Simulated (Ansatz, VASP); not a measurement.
# BaS in VASP and in Ansatz

The input POSCAR:

```
BaS
1.0
    0.0000000000      3.4842176532      3.4842176532
    3.4842176532      0.0000000000      3.4842176532
    3.4842176532      3.4842176532      0.0000000000
Ba S
1 1
Direct
    0.0000000000      0.0000000000      0.0000000000
    0.2500000000      0.2500000000      0.2500000000
```

Contents of INCAR.step1:

```
SYSTEM = BaS
PREC     = Accurate       ! precision mode
ENCUT    = 520            ! plane-wave cutoff, eV
EDIFF    = 1E-5           ! SCF threshold, eV
ISMEAR   = 0              ! smearing method
SIGMA    = 0.01           ! smearing width, eV
LREAL    = .False.        ! projectors in reciprocal space
LASPH    = .True.         ! aspherical terms in the spheres
NELM     = 80             ! most SCF steps
ALGO     = Normal         ! electronic algorithm
ISIF     = 2              ! what is computed and relaxed
LWAVE    = .True.         ! write WAVECAR
NBANDS   = 15             ! bands
GGA      = PE             ! functional
```

The input INCAR.step2:

```
SYSTEM = BaS
PREC     = Accurate       ! precision mode
ENCUT    = 520            ! plane-wave cutoff, eV
EDIFF    = 1E-6           ! SCF threshold, eV
ISMEAR   = 0              ! smearing method
SIGMA    = 0.01           ! smearing width, eV
LREAL    = .False.        ! projectors in reciprocal space
LASPH    = .True.         ! aspherical terms in the spheres
NELM     = 80             ! most SCF steps
ALGO     = Normal         ! electronic algorithm
ISIF     = 2              ! what is computed and relaxed
LWAVE    = .False.        ! write WAVECAR
LCHARG   = .True.         ! write CHGCAR
GGA      = PE             ! functional
LHFCALC  = .True.         ! exact exchange
HFSCREEN = 0.2079         ! screening, 1/A
PRECFOCK = Normal       
LELF     = .True.         ! ELF
LVHAR    = .True.       
NBANDS   = 15             ! bands
ISTART   = 1
```

KPOINTS

```
Automatic mesh
0
Gamma
  4 4 4
  0 0 0
```

Input for Ansatz:

```yaml
crystal:
  lattice:
    - [0.0, 3.4842176532, 3.4842176532]
    - [3.4842176532, 0.0, 3.4842176532]
    - [3.4842176532, 3.4842176532, 0.0]
  atoms:
    - { symbol: Ba, position: [0.0, 0.0, 0.0] }
    - { symbol: S, position: [0.25, 0.25, 0.25] }
kpoints:
  mp_grid: { grid: [4, 4, 4] }
  band_path:
    path:
      - [0.0, 0.0, 0.0]
      - [-0.5, -0.5, 0.0]
      - [-0.375, -0.375, 0.25]
      - [-0.375, 0.0, 0.375]
      - [0.0, 0.0, 0.5]
      - [-0.5, -0.25, 0.25]
      - [0.25, -0.5, -0.25]
    npoints: 1
hamiltonian:
  xc: hse06
scf:
  occupations: { method: fixed }
  n_extra_bands: 4
output:
  forces: true
  stress: true
  eigenvalues: true
```

Change from the starting cell: hydrostatic strain -1.0%.

Alike in both runs: task single point; functional HSE06; k mesh 4 × 4 × 4; no spin polarisation.

```csv
,VASP,Ansatz
version,VASP 6.6.1,Ansatz 0.2.0
potentials or method,"VASP PAW PBE potentials, release 64 (Ba_sv, S)","plane waves, PAW"
plane-wave cutoff (eV),520,420
occupations,"gaussian, width 0.01 eV",fixed
valence electrons in the cell,16,16
```

Ansatz gave:

| Quantity | Value |
| --- | --- |
| gap on the k mesh at the Fermi level (eV) | 3.69 |
| pressure (GPa) | 0.7 |

Estimate VASP's values.

gap on the k mesh at the Fermi level (eV): 3.70; pressure (GPa): 1.1.

Ansatz's warnings: stress exchange threshold loose, stress scf threshold loose.

Neither program's run includes spin-orbit coupling.
